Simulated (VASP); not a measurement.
# MnO (P6_3mc) in VASP: single point with PBEsol

Aim: the single point of MnO with PBEsol.

Program: VASP 6.6.1. These are calculated values, not measurements. Logs are shortened: lines on timing, memory, paths and dates and some standing lists are left out, and cuts for length are marked.

### Step 1. The cell of the first run

The structure is hexagonal, space group P6_3mc (No. 186). Conventional cell: a = 3.297 Å, b = 3.297 Å, c = 5.609 Å, α = 90.00°, β = 90.00°, γ = 120.00°. Mn (site symmetry 3m) has 4 O at 1.93 to 2.47 Å within 2.6 Å. O (site symmetry 3m) has 4 Mn at 1.93 to 2.47 Å within 2.6 Å.

### Step 2. Single point, PBEsol, collinear spin, ferromagnetic start (Zn replaced by Mn, lengths x 1.054, strained)

The input, INCAR:

```
  ALGO = Normal
  EDIFF = 1E-6
  ENCUT = 600
  GGA = PS
  GGA_COMPAT = F
  ISIF = 2
  ISMEAR = 0
  ISPIN = 2
  LASPH = T
  LCHARG = F
  LMAXMIX = 4
  LORBIT = 11
  LREAL = F
  LWAVE = F
  MAGMOM = 3.97 3.97 0.21 0.21
  NBANDS = 31
  NELM = 200
  PREC = Accurate
  SIGMA = 0.1
```

The input, KPOINTS:

```
k-points
0
Gamma
  15 15 8
```

The input, POSCAR:

```
MnO
1.0
    3.2970267511      0.0000000000      0.0000000000
   -1.6485133755      2.8553089234      0.0000000000
    0.0000000000      0.0000000000      5.6092426729
Mn O
2 2
Direct
    0.3333333333      0.6666666667     -0.0288250894
    0.6666666667      0.3333333333      0.4711749106
    0.3333333333      0.6666666667      0.4109250894
    0.6666666667      0.3333333333      0.9109250894
```

Potentials or basis: VASP PAW PBE potentials, release 64 (Mn_pv, O).

Launch:

```console
$ cat potpaw_PBE.64/Mn_pv/POTCAR potpaw_PBE.64/O/POTCAR > POTCAR
$ mpirun -np 1 vasp_std > vasp.out
```

OUTCAR:

```text
EDIFF = 1E-6
   ENCUT = 600
   GGA = PS
   ISIF = 2
   ISMEAR = 0
   ISPIN = 2
   LASPH = T
   LORBIT = 11
   LREAL = F
   NELM = 200
   PREC = Accurate

 ion  position               nearest neighbor table
   1  0.333  0.667  0.971-   4 1.93   4 1.93   4 1.93   3 2.47
   2  0.667  0.333  0.471-   3 1.93   3 1.93   3 1.93   4 2.47
   3  0.333  0.667  0.411-   2 1.93   2 1.93   2 1.93   1 2.47
   4  0.667  0.333  0.911-   1 1.93   1 1.93   1 1.93   2 2.47

  LATTYP: Found a hexagonal cell.
 ALAT       =     3.2970267511
 C/A-ratio  =     1.7013033549

  Lattice vectors:

 A1 = (   3.2970267511,   0.0000000000,   0.0000000000)
 A2 = (  -1.6485133755,   2.8553089234,   0.0000000000)
 A3 = (   0.0000000000,   0.0000000000,   5.6092426729)

Analysis of symmetry for initial positions (statically):
=====================================================================
 Subroutine PRICEL returns:
 Original cell was already a primitive cell.

 Routine SETGRP: Setting up the symmetry group for a
 hexagonal supercell.

 Subroutine GETGRP returns: Found 12 space group operations
 (whereof  6 operations were pure point group operations)
 out of a pool of 24 trial point group operations.

The static configuration has the point symmetry C_3v.
 The point group associated with its full space group is C_6v.

Analysis of symmetry for dynamics (positions and initial velocities):
=====================================================================
 Subroutine PRICEL returns:
 Original cell was already a primitive cell.

 Routine SETGRP: Setting up the symmetry group for a
 hexagonal supercell.

 Subroutine GETGRP returns: Found 12 space group operations
 (whereof  6 operations were pure point group operations)
 out of a pool of 24 trial point group operations.

The dynamic configuration has the point symmetry C_3v.
 The point group associated with its full space group is C_6v.

Analysis of structural, dynamic, and magnetic symmetry:
=====================================================================
 Subroutine PRICEL returns:
 Original cell was already a primitive cell.

 Routine SETGRP: Setting up the symmetry group for a
 hexagonal supercell.

 Subroutine GETGRP returns: Found 12 space group operations
 (whereof  6 operations were pure point group operations)
 out of a pool of 24 trial point group operations.

The overall configuration has the point symmetry C_3v.
 The point group associated with its full space group is C_6v.

 Subroutine INISYM returns: Found 12 space group operations
 (whereof  6 operations are pure point group operations),
 and found     1 'primitive' translations

----------------------------------------------------------------------------------------

                                     Primitive cell

  volume of cell :      52.8056

  direct lattice vectors                    reciprocal lattice vectors
     3.297026751  0.000000000  0.000000000     0.303303575  0.175112401  0.000000000
    -1.648513376  2.855308923  0.000000000     0.000000000  0.350224801  0.000000000
     0.000000000  0.000000000  5.609242673     0.000000000  0.000000000  0.178277186

  length of vectors
     3.297026751  3.297026751  5.609242673     0.350224801  0.350224801  0.178277186

  position of ions in fractional coordinates (direct lattice)
     0.333333333  0.666666667  0.971174911
     0.666666667  0.333333333  0.471174911
     0.333333333  0.666666667  0.410925089
     0.666666667  0.333333333  0.910925089

  ion indices of the primitive-cell ions
   primitive index   ion index
                 1           1
                 2           2
                 3           3
                 4           4

----------------------------------------------------------------------------------------

 KPOINTS: k-points

Automatic generation of k-mesh.
 Grid dimensions read from file:
 generate k-points for:   15   15    8

 Generating k-lattice:

  Cartesian coordinates                     Fractional coordinates (reciprocal lattice)
     0.020220238  0.011674160  0.000000000     0.066666667  0.000000000  0.000000000
     0.000000000  0.023348320  0.000000000     0.000000000  0.066666667  0.000000000
     0.000000000  0.000000000  0.022284648     0.000000000  0.000000000  0.125000000

  Length of vectors
     0.023348320  0.023348320  0.022284648

  Shift w.r.t. Gamma in fractional coordinates (k-lattice)
     0.000000000  0.000000000  0.000000000

 Subroutine IBZKPT returns following result:
 ===========================================

 Found    135 irreducible k-points:

 Following reciprocal coordinates:
            Coordinates               Weight
  0.000000  0.000000  0.000000      1.000000
  0.066667  0.000000  0.000000      6.000000
  0.133333  0.000000  0.000000      6.000000
  0.200000  0.000000  0.000000      6.000000
  0.266667  0.000000  0.000000      6.000000
  0.333333  0.000000  0.000000      6.000000
[... 16 lines left out ...]
  0.333333  0.200000  0.000000     12.000000
  0.400000  0.200000  0.000000      6.000000
 [... further k-points ...]
   k-points           NKPTS =    135   k-points in BZ     NKDIM =    135   number of bands    NBANDS=     31
   number of dos      NEDOS =    301   number of ions     NIONS =      4
   total plane-waves  NPLWV =  37632
   dimension x,y,z NGX =    28 NGY =   28 NGZ =   48
   dimension x,y,z NGXF=    56 NGYF=   56 NGZF=   96
   ions per type =               2   2
   NGX,Y,Z   is equivalent  to a cutoff of  14.12, 14.12, 14.23 a.u.
   NGXF,Y,Z  is equivalent  to a cutoff of  28.24, 28.24, 28.45 a.u.
 SYSTEM =  unknown system
   PREC   = accura    normal or accurate (medium, high low for compatibility)
   ISTART =      0    job   : 0-new  1-cont  2-samecut
   ICHARG =      2    charge: 1-file 2-atom 10-const
   ISPIN  =      2    spin polarized calculation?
   LNONCOLLINEAR =      F non collinear calculations
   LSORBIT =      F    spin-orbit coupling
   LASPH  =      T    aspherical Exc in radial PAW
   ENCUT  =  600.0 eV  44.10 Ry    6.64 a.u.   6.58  6.58 11.20*2*pi/ulx,y,z
   NELM   =    200;   NELMIN=  2; NELMDL= -5     # of ELM steps
   EDIFF  = 0.1E-05   stopping-criterion for ELM
   LREAL  =      F    real-space projection
   EDIFFG = 0.1E-04   stopping-criterion for IOM
   NSW    =      0    number of steps for IOM
   IBRION =     -1    ionic relax: 0-MD 1-quasi-New 2-CG
   NFREE  =      0    steps in history (QN), initial steepest desc. (CG)
   ISIF   =      2    stress and relaxation
   ISYM   =      2    0-nonsym 1-usesym 2-fastsym
   POTIM  = 0.5000    time-step for ionic-motion
   TEBEG  =    0.0;   TEEND  =   0.0 temperature during run
   PSTRESS=    0.0 pullay stress
   NELECT =      38.0000    total number of electrons
   NUPDOWN=      -1.0000    fix difference up-down
   EMIN   =  10.00;   EMAX   =-10.00  energy-range for DOS
   EFERMI =   0.00;   METHOD = LEGACY
   ISMEAR =     0;   SIGMA  =   0.10  broadening in eV -4-tet -1-fermi 0-gaus
   EFERMI_NEDOS =   21; number of points for ismear=-14 and -15
   IALGO  =     38    algorithm
   IMIX   =      4    mixing-type and parameters
     AMIX     =   0.40;   BMIX     =  1.00
     AMIX_MAG =   1.60;   BMIX_MAG =  1.00
  volume/ion in A,a.u.               =      13.20        89.09
  Fermi-wavevector in a.u.,A,eV,Ry     =   1.467043  2.772309 29.282654  2.152214
  Thomas-Fermi vector in A             =   2.582708
   LORBIT       =     11    0 simple, 1 ext, 2 COOP (PROOUT), +10 PAW based schemes
   GGA     = PS    functional components
   LHFCALC =     F    Hartree Fock is set to
   AEXX    =    0.0000 exact exchange contribution
   IVDW    =     0    specifies the selected vdW correction
   LEPSILON=     F    determine dielectric tensor
   LRPA    =     F    only Hartree local field effects (RPA)
 spin polarized calculation
 Gauss-broadening in eV      SIGMA  =   0.10
  energy-cutoff  :      600.00
  volume of cell :       52.81
 maximum number of plane-waves:      1798
 NGX is ok and might be reduce to    28
   NGX = 13   NGY = 13   NGZ = 23

 number of electron      38.0000002 magnetization       9.3663419

 Free energy of the ion-electron system (eV)
  ---------------------------------------------------
  ext. energy  EPLUGINS =         0.00000000
  ---------------------------------------------------
  free energy    TOTEN  =       -33.90129775 eV

  energy without entropy =      -33.88757343  energy(sigma->0) =      -33.89443559

 E-fermi :   5.8037     XC(G=0): -10.8679

 val. band max:        5.8034235023   @ k =   0.3333   0.1333   0.0000
 cond. band min:       5.8047346878   @ k =   0.3333   0.2667   0.1250
 fundamental gap:      0.0013111855
 Fermi energy:         5.8037423141

 spin component 1

 k-point     1 :       0.0000    0.0000    0.0000
  band No.  band energies     occupation
      1     -44.7387      1.00000
      2     -44.7137      1.00000
      3     -44.6301      1.00000
      4     -44.6301      1.00000
      5     -44.6264      1.00000
      6     -44.6264      1.00000
[... 23 lines left out ...]
     30      17.8172      0.00000
     31      18.8086      0.00000

 k-point     2 :       0.0667    0.0000    0.0000
  band No.  band energies     occupation
      1     -44.7383      1.00000
      2     -44.7138      1.00000
      3     -44.6317      1.00000
      4     -44.6305      1.00000
      5     -44.6281      1.00000
      6     -44.6268      1.00000
[... 23 lines left out ...]
     30      18.1024      0.00000
     31      18.5972      0.00000

 k-point     3 :       0.1333    0.0000    0.0000
  band No.  band energies     occupation
      1     -44.7372      1.00000
      2     -44.7141      1.00000
      3     -44.6363      1.00000
      4     -44.6328      1.00000
      5     -44.6317      1.00000
      6     -44.6278      1.00000
[... 703 lines left out ...]
     30      14.8547      0.00000
     31      15.1915      0.00000

 k-point    24 :       0.4000    0.2000    0.0000
  band No.  band energies     occupation
      1     -44.7251      1.00000
      2     -44.7199      1.00000
      3     -44.6636      1.00000
      4     -44.6614      1.00000
      5     -44.6473      1.00000
      6     -44.6418      1.00000
[... 23 lines left out ...]
     30      14.8571      0.00000
     31      15.4320      0.00000

 [... further k-points ...]

 spin component 2

 k-point     1 :       0.0000    0.0000    0.0000
  band No.  band energies     occupation
      1     -40.2727      1.00000
      2     -40.2408      1.00000
      3     -40.2371      1.00000
      4     -40.2371      1.00000
      5     -40.2325      1.00000
      6     -40.2325      1.00000
[... 23 lines left out ...]
     30      19.3757      0.00000
     31      20.3533      0.00000

 k-point     2 :       0.0667    0.0000    0.0000
  band No.  band energies     occupation
      1     -40.2722      1.00000
      2     -40.2410      1.00000
      3     -40.2393      1.00000
      4     -40.2377      1.00000
      5     -40.2347      1.00000
      6     -40.2330      1.00000
[... 23 lines left out ...]
     30      19.6595      0.00000
     31      20.2466      0.00000

 k-point     3 :       0.1333    0.0000    0.0000
  band No.  band energies     occupation
      1     -40.2708      1.00000
      2     -40.2454      1.00000
      3     -40.2420      1.00000
      4     -40.2404      1.00000
      5     -40.2393      1.00000
      6     -40.2342      1.00000
[... 703 lines left out ...]
     30      16.3740      0.00000
     31      16.5884      0.00000

 k-point    24 :       0.4000    0.2000    0.0000
  band No.  band energies     occupation
      1     -40.2832      1.00000
      2     -40.2803      1.00000
      3     -40.2599      1.00000
      4     -40.2547      1.00000
      5     -40.2527      1.00000
      6     -40.2484      1.00000
[... 23 lines left out ...]
     30      16.4898      0.00000
     31      16.7121      0.00000

 [... further k-points ...]

------------------------ aborting loop because EDIFF is reached ----------------------------------------

  FORCE on cell =-STRESS in cart. coord.  units (eV):
  Direction    XX          YY          ZZ          XY          YZ          ZX
  --------------------------------------------------------------------------------------
  -------------------------------------------------------------------------------------
  Total        3.1101835      3.1101835     -1.8045082      0.0000000      0.0000000      0.0000000
  in kB       94.3662712     94.3662712    -54.7506956      0.0000000      0.0000000      0.0000000
  external PRESSURE =      44.6606156 kB  Pullay stress =       0.0000000 kB

 VOLUME and BASIS-vectors are now :
 -----------------------------------------------------------------------------
  energy-cutoff  :      600.00
  volume of cell :       52.81
      direct lattice vectors                 reciprocal lattice vectors
     3.297026751  0.000000000  0.000000000     0.303303575  0.175112401  0.000000000
    -1.648513376  2.855308923  0.000000000     0.000000000  0.350224801  0.000000000
     0.000000000  0.000000000  5.609242673     0.000000000  0.000000000  0.178277186

 POSITION                                       TOTAL-FORCE (eV/Angst)
 -----------------------------------------------------------------------------------
     -0.00000      1.90354      5.44756        -0.000000      0.000000      0.349097
      1.64851      0.95177      2.64293        -0.000000     -0.000000      0.349097
     -0.00000      1.90354      2.30498        -0.000000      0.000000     -0.349097
      1.64851      0.95177      5.10960         0.000000     -0.000000     -0.349097
 -----------------------------------------------------------------------------------
    total drift:                                0.000000      0.000001     -0.001824

  FREE ENERGIE OF THE ION-ELECTRON SYSTEM (eV)
  ---------------------------------------------------
  free  energy   TOTEN  =       -33.9012977488 eV

  energy  without entropy=      -33.8875734344  energy(sigma->0) =      -33.89443559

 total charge

# of ion       s       p       d       tot
------------------------------------------
    1        0.271   6.254   4.989  11.515
    2        0.271   6.254   4.989  11.515
    3        1.555   3.450   0.000   5.005
    4        1.555   3.450   0.000   5.005
--------------------------------------------------
tot          3.651  19.408   9.979  33.038

 magnetization (x)

# of ion       s       p       d       tot
------------------------------------------
    1        0.047   0.056   4.069   4.172
    2        0.047   0.056   4.069   4.172
    3        0.015   0.153   0.000   0.168
    4        0.015   0.153   0.000   0.168
--------------------------------------------------
tot          0.124   0.418   8.139   8.681
```

Wall time 18 min (1 thread of Intel Xeon 8259CL, shared host); peak memory 0.49 GiB.

What came out:

```yaml
Free_energy: -33.9013 eV
Pressure: 4.5 GPa
Largest_force: 0.349 eV/Å
Net_moment: 9.37 μB per cell
Site_moments: Mn +4.17; O +0.17 μB
Valence_electrons_inside_the_program's_atomic_spheres: Mn 11.52; O 5.00
```

Forces on the atoms (eV/Å):
```
Mn   0.000  0.000  0.349
Mn   0.000  0.000  0.349
O    0.000  0.000 -0.349
O    0.000  0.000 -0.349
```

Stress tensor (GPa, compression positive):
```
 9.44  0.00  0.00
 0.00  9.44  0.00
 0.00  0.00 -5.48
```

Caveat: the cell differs from its parent crystal (Zn replaced by Mn, lengths x 1.054, strained); the cell stands under pressure; the PAW data sets were made with another functional, which shifts forces and pressure a little; semilocal functionals often make such compounds metallic where correlation or magnetic order opens a gap, which also shifts bond lengths; only a ferromagnetic start was run, and an antiferromagnetic order may lie lower in energy.
